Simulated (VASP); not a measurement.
# Ag (I4/mmm) in VASP: notebook

The runs below take Ag through electric field gradients, with PBEsol.

Program: VASP 6.6.1. These are calculated values, not measurements. Logs are shortened: lines on timing, memory, paths and dates and some standing lists are left out, and cuts for length are marked.

## 1. The cell of the first run

The structure is tetragonal, space group I4/mmm (No. 139). The conventional cell has a = 2.889 Å, b = 2.889 Å, c = 4.045 Å, α = 90.00°, β = 90.00°, γ = 90.00°. Within 3.8 Å of Ag (site symmetry 4/mmm) lie 12 Ag at 2.87 to 2.89 Å.

## 2. Electric field gradients, PBEsol (zz strain of -1 %)

INCAR reads:

```
SYSTEM = Ag
  PREC = Accurate
  ENCUT = 400
  EDIFF = 1E-8
  ISMEAR = -1
  SIGMA = 0.03
  LREAL = .FALSE.
  LASPH = .TRUE.
  NELM = 120
  ALGO = Normal
  ISIF = 2
  LWAVE = .FALSE.
  LCHARG = .FALSE.
  GGA = PS
  LEFG = .TRUE.
  NBANDS = 12
  GGA_COMPAT = .FALSE.
```

KPOINTS reads:

```
Automatic mesh
0
G
  15 15 15
  0 0 0
```

POSCAR reads:

```
Ag
1.0
    0.0000000000      2.0431000000      2.0226690000
    2.0431000000      0.0000000000      2.0226690000
    2.0431000000      2.0431000000      0.0000000000
Ag
1
Direct
    0.0000000000      0.0000000000      0.0000000000
```

Potentials or basis: VASP PAW PBE potentials, release 64 (Ag).

The run is started by

```bash
> cat potpaw_PBE.64/Ag/POTCAR > POTCAR
> mpirun -np 1 vasp_std > vasp.out
```

OUTCAR:

```text
SYSTEM = Ag
   PREC = Accurate
   ENCUT = 400
   EDIFF = 1E-8
   ISMEAR = -1
   LREAL = .FALSE.
   LASPH = .TRUE.
   NELM = 120
   ISIF = 2
   GGA = PS

 ion  position               nearest neighbor table
   1  0.000  0.000  0.000-

  LATTYP: Found a body centered tetragonal cell.
 ALAT       =     2.8893797293
 C/A-ratio  =     1.4000714267

  Lattice vectors:

 A1 = (   0.0000000000,  -2.0431000000,  -2.0226690000)
 A2 = (   0.0000000000,   2.0431000000,  -2.0226690000)
 A3 = (   2.0431000000,   0.0000000000,   2.0226690000)

Analysis of symmetry for initial positions (statically):
=====================================================================
 Subroutine PRICEL returns:
 Original cell was already a primitive cell.

 Routine SETGRP: Setting up the symmetry group for a
 body centered tetragonal supercell.

 Subroutine GETGRP returns: Found 16 space group operations
 (whereof 16 operations were pure point group operations)
 out of a pool of 16 trial point group operations.

The static configuration has the point symmetry D_4h.

Analysis of symmetry for dynamics (positions and initial velocities):
=====================================================================
 Subroutine PRICEL returns:
 Original cell was already a primitive cell.

 Routine SETGRP: Setting up the symmetry group for a
 body centered tetragonal supercell.

 Subroutine GETGRP returns: Found 16 space group operations
 (whereof 16 operations were pure point group operations)
 out of a pool of 16 trial point group operations.

The dynamic configuration has the point symmetry D_4h.

 Subroutine INISYM returns: Found 16 space group operations
 (whereof 16 operations are pure point group operations),
 and found     1 'primitive' translations

----------------------------------------------------------------------------------------

                                     Primitive cell

  volume of cell :      16.8863

  direct lattice vectors                    reciprocal lattice vectors
     0.000000000  2.043100000  2.022669000    -0.244726151  0.244726151  0.247198133
     2.043100000  0.000000000  2.022669000     0.244726151 -0.244726151  0.247198133
     2.043100000  2.043100000  0.000000000     0.244726151  0.244726151 -0.247198133

  length of vectors
     2.874969129  2.874969129  2.889379729     0.425310117  0.425310117  0.425310117

  position of ions in fractional coordinates (direct lattice)
     0.000000000  0.000000000  0.000000000

  ion indices of the primitive-cell ions
   primitive index   ion index
                 1           1

----------------------------------------------------------------------------------------

 KPOINTS: Automatic mesh

Automatic generation of k-mesh.
 Grid dimensions read from file:
 generate k-points for:   15   15   15

 Generating k-lattice:

  Cartesian coordinates                     Fractional coordinates (reciprocal lattice)
    -0.016315077  0.016315077  0.016479876     0.066666667  0.000000000  0.000000000
     0.016315077 -0.016315077  0.016479876     0.000000000  0.066666667  0.000000000
     0.016315077  0.016315077 -0.016479876     0.000000000  0.000000000  0.066666667

  Length of vectors
     0.028354008  0.028354008  0.028354008

  Shift w.r.t. Gamma in fractional coordinates (k-lattice)
     0.000000000  0.000000000  0.000000000

 Subroutine IBZKPT returns following result:
 ===========================================

 Found    288 irreducible k-points:

 Following reciprocal coordinates:
            Coordinates               Weight
  0.000000  0.000000  0.000000      1.000000
  0.066667  0.000000  0.000000      8.000000
  0.133333 -0.000000  0.000000      8.000000
  0.200000 -0.000000  0.000000      8.000000
  0.266667 -0.000000  0.000000      8.000000
  0.333333  0.000000  0.000000      8.000000
[... 16 lines left out ...]
  0.133333  0.133333  0.000000      2.000000
  0.200000  0.133333  0.000000      8.000000
 [... further k-points ...]
   k-points           NKPTS =    288   k-points in BZ     NKDIM =    288   number of bands    NBANDS=     12
   number of dos      NEDOS =    301   number of ions     NIONS =      1
   total plane-waves  NPLWV =   8000
   dimension x,y,z NGX =    20 NGY =   20 NGZ =   20
   dimension x,y,z NGXF=    40 NGYF=   40 NGZF=   40
   ions per type =               1
   NGX,Y,Z   is equivalent  to a cutoff of  11.57, 11.57, 11.51 a.u.
   NGXF,Y,Z  is equivalent  to a cutoff of  23.13, 23.13, 23.01 a.u.
 SYSTEM =  Ag
   PREC   = accura    normal or accurate (medium, high low for compatibility)
   ISTART =      0    job   : 0-new  1-cont  2-samecut
   ICHARG =      2    charge: 1-file 2-atom 10-const
   ISPIN  =      1    spin polarized calculation?
   LNONCOLLINEAR =      F non collinear calculations
   LSORBIT =      F    spin-orbit coupling
   LASPH  =      T    aspherical Exc in radial PAW
   ENCUT  =  400.0 eV  29.40 Ry    5.42 a.u.   4.69  4.69  4.71*2*pi/ulx,y,z
   NELM   =    120;   NELMIN=  2; NELMDL= -5     # of ELM steps
   EDIFF  = 0.1E-07   stopping-criterion for ELM
   LREAL  =      F    real-space projection
   EDIFFG = 0.1E-06   stopping-criterion for IOM
   NSW    =      0    number of steps for IOM
   IBRION =     -1    ionic relax: 0-MD 1-quasi-New 2-CG
   NFREE  =      0    steps in history (QN), initial steepest desc. (CG)
   ISIF   =      2    stress and relaxation
   ISYM   =      2    0-nonsym 1-usesym 2-fastsym
   POTIM  = 0.5000    time-step for ionic-motion
   TEBEG  =    0.0;   TEEND  =   0.0 temperature during run
   PSTRESS=    0.0 pullay stress
   NELECT =      11.0000    total number of electrons
   NUPDOWN=      -1.0000    fix difference up-down
   EMIN   =  10.00;   EMAX   =-10.00  energy-range for DOS
   EFERMI =   0.00;   METHOD = LEGACY
   ISMEAR =    -1;   SIGMA  =   0.03  broadening in eV -4-tet -1-fermi 0-gaus
   EFERMI_NEDOS =   21; number of points for ismear=-14 and -15
   IALGO  =     38    algorithm
   IMIX   =      4    mixing-type and parameters
     AMIX     =   0.40;   BMIX     =  1.00
     AMIX_MAG =   1.60;   BMIX_MAG =  1.00
  volume/ion in A,a.u.               =      16.89       113.95
  Fermi-wavevector in a.u.,A,eV,Ry     =   1.419148  2.681801 27.401878  2.013981
  Thomas-Fermi vector in A             =   2.540199
   LORBIT       =      0    0 simple, 1 ext, 2 COOP (PROOUT), +10 PAW based schemes
   GGA     = PS    functional components
   LHFCALC =     F    Hartree Fock is set to
   AEXX    =    0.0000 exact exchange contribution
   IVDW    =     0    specifies the selected vdW correction
   LEPSILON=     F    determine dielectric tensor
   LRPA    =     F    only Hartree local field effects (RPA)
 non-spin polarized calculation
  energy-cutoff  :      400.00
  volume of cell :       16.89
 maximum number of plane-waves:       323
   NGX =  9   NGY =  9   NGZ =  9

 number of electron      11.0000007 magnetization

 Free energy of the ion-electron system (eV)
  ---------------------------------------------------
  ext. energy  EPLUGINS =         0.00000000
  ---------------------------------------------------
  free energy    TOTEN  =        -3.30495131 eV

  energy without entropy =       -3.30350696  energy(sigma->0) =       -3.30422914

 E-fermi :   8.5056     XC(G=0): -12.4706

 val. band max:        8.5041910398   @ k =  -0.2667   0.2667   0.0667
 cond. band min:       8.5215816347   @ k =  -0.3333   0.0000   0.2000
 fundamental gap:      0.0173905949
 Fermi energy:         8.5055769639

 k-point     1 :       0.0000    0.0000    0.0000
  band No.  band energies     occupation
      1       0.4638      2.00000
      2       3.5350      2.00000
      3       3.5350      2.00000
      4       3.6003      2.00000
      5       4.5873      2.00000
      6       4.6536      2.00000
      7      24.3752      0.00000
      8      27.9567      0.00000
      9      27.9567      0.00000
     10      28.0943      0.00000
     11      32.8471      0.00000
     12      33.9548      0.00000

 k-point     2 :       0.0667    0.0000    0.0000
  band No.  band energies     occupation
      1       0.6038      2.00000
      2       3.5155      2.00000
      3       3.5742      2.00000
      4       3.6261      2.00000
      5       4.5737      2.00000
      6       4.6371      2.00000
      7      24.4017      0.00000
      8      26.8666      0.00000
      9      28.0196      0.00000
     10      28.1110      0.00000
     11      32.8516      0.00000
     12      33.8393      0.00000
[... 316 lines left out ...]
 k-point    24 :       0.2000    0.1333    0.0000
  band No.  band energies     occupation
      1       1.6249      2.00000
      2       3.1805      2.00000
      3       3.9174      2.00000
      4       3.9365      2.00000
      5       4.3834      2.00000
      6       4.7918      2.00000
      7      23.4746      0.00000
      8      25.0383      0.00000
      9      25.4686      0.00000
     10      27.0003      0.00000
     11      30.8690      0.00000
     12      33.6884      0.00000

 [... further k-points ...]

------------------------ aborting loop because EDIFF is reached ----------------------------------------

  FORCE on cell =-STRESS in cart. coord.  units (eV):
  Direction    XX          YY          ZZ          XY          YZ          ZX
  --------------------------------------------------------------------------------------
  -------------------------------------------------------------------------------------
  Total       -0.2294428     -0.2294428     -0.2339039      0.0000000      0.0000000     -0.0000000
  in kB      -21.7696240    -21.7696240    -22.1928980      0.0000000      0.0000000     -0.0000000
  external PRESSURE =     -21.9107153 kB  Pullay stress =       0.0000000 kB

 VOLUME and BASIS-vectors are now :
 -----------------------------------------------------------------------------
  energy-cutoff  :      400.00
  volume of cell :       16.89
      direct lattice vectors                 reciprocal lattice vectors
     0.000000000  2.043100000  2.022669000    -0.244726151  0.244726151  0.247198133
     2.043100000  0.000000000  2.022669000     0.244726151 -0.244726151  0.247198133
     2.043100000  2.043100000  0.000000000     0.244726151  0.244726151 -0.247198133

 POSITION                                       TOTAL-FORCE (eV/Angst)
 -----------------------------------------------------------------------------------
      0.00000      0.00000      0.00000         0.000000      0.000000      0.000000
 -----------------------------------------------------------------------------------
    total drift:                                0.000000      0.000000      0.000000

  FREE ENERGIE OF THE ION-ELECTRON SYSTEM (eV)
  ---------------------------------------------------
  free  energy   TOTEN  =        -3.3049513114 eV

  energy  without entropy=       -3.3035069616  energy(sigma->0) =       -3.30422914

 Electric field gradients (V/A^2)
---------------------------------------------------------------------
 ion       V_xx      V_yy      V_zz      V_xy      V_xz      V_yz
---------------------------------------------------------------------
   1      -0.436    -0.436     0.871    -0.000    -0.001    -0.001
---------------------------------------------------------------------

 Electric field gradients after diagonalization (V/A^2)
 (convention: |V_zz| > |V_xx| > |V_yy|)
----------------------------------------------------------------------
 ion       V_xx      V_yy      V_zz     asymmetry (V_yy - V_xx)/ V_zz
----------------------------------------------------------------------
   1      -0.436    -0.435     0.871       0.001
----------------------------------------------------------------------

           NMR quadrupolar parameters

 Cq : quadrupolar parameter    Cq=e*Q*V_zz/h
 eta: asymmetry parameters     (V_yy - V_xx)/ V_zz
 Q  : nuclear electric quadrupole moment in mb (millibarn)
----------------------------------------------------------------------
 ion       Cq(MHz)       eta       Q (mb)
----------------------------------------------------------------------
   1       0.002       0.001       1.000
----------------------------------------------------------------------
```

It took 31 s on 1 thread of Intel Xeon Platinum 8259CL at 2.50GHz (Skylake/Cascade Lake), shared host; peak memory 0.16 GiB.

What came out:

* Free energy: -3.3050 eV
* Pressure: -2.2 GPa

Levels at points of the mesh, in eV from the Fermi level:
```csv
k point,band 4,band 5,band 6,band 7,band 8,band 9
"(0.00, 0.00, 0.00)",-4.91,-3.92,-3.85,15.87,19.45,19.45
```

Electric field gradients, principal values (V/Å²):
| atom | least | middle | greatest (by size) |
| --- | --- | --- | --- |
| 1 Ag | -0.435 | -0.436 | 0.871 |

Caveat: the cell differs from its parent crystal (zz strain of -1 %); without QUAD_EFG the Cq values of the log hold for a quadrupole moment of 1 mb, not for the nuclei; the PAW data sets were made with another functional, which shifts forces and pressure a little.

[end of part 1 of 2]
